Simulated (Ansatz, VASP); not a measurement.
# One calculation of ZrB2, two programs

```xyz
3
Lattice="3.1438 0.0000 0.0000 -1.5719 2.7226 0.0000 0.0000 0.0000 3.4964" Properties=species:S:1:pos:R:3 pbc="T T T"
Zr    0.0000    0.0000    0.0000
B     0.0000    1.8150    1.7482
B     1.5719    0.9075    1.7482
```

Change from the starting cell: volume scaled by 0.98, crystal datasets.

Alike in both runs: task electric field gradients; functional LDA; k mesh 13 × 13 × 10; occupations fermi-dirac, width 0.03 eV; no spin polarisation.

|  | VASP | Ansatz |
| --- | --- | --- |
| version | VASP 6.6.1 | Ansatz 0.2.0 |
| potentials or method | VASP PAW LDA potentials, release 64 (Zr_sv, B), cutoff 520 eV | all-electron PAW with datasets made for the crystal, scalar-relativistic |

Ansatz gave:

| Item | Value |
| --- | --- |
| pressure (GPa) | -2.4 |
| traceless stress, the component that is largest in VASP (GPa) | 0.61 |
| size of Vzz on the site where it differs most (V/Å²) | 47.7 |

Which values does VASP return?

Pressure (GPa): -1.9; traceless stress, the component that is largest in VASP (GPa): 0.62; size of Vzz on the site where it differs most (V/Å²): 44.9.

LDA's correlation is that of Perdew and Zunger in VASP and of Perdew and Wang (1992) in Ansatz. Ansatz ran all-electron here, and VASP with PAW potentials.
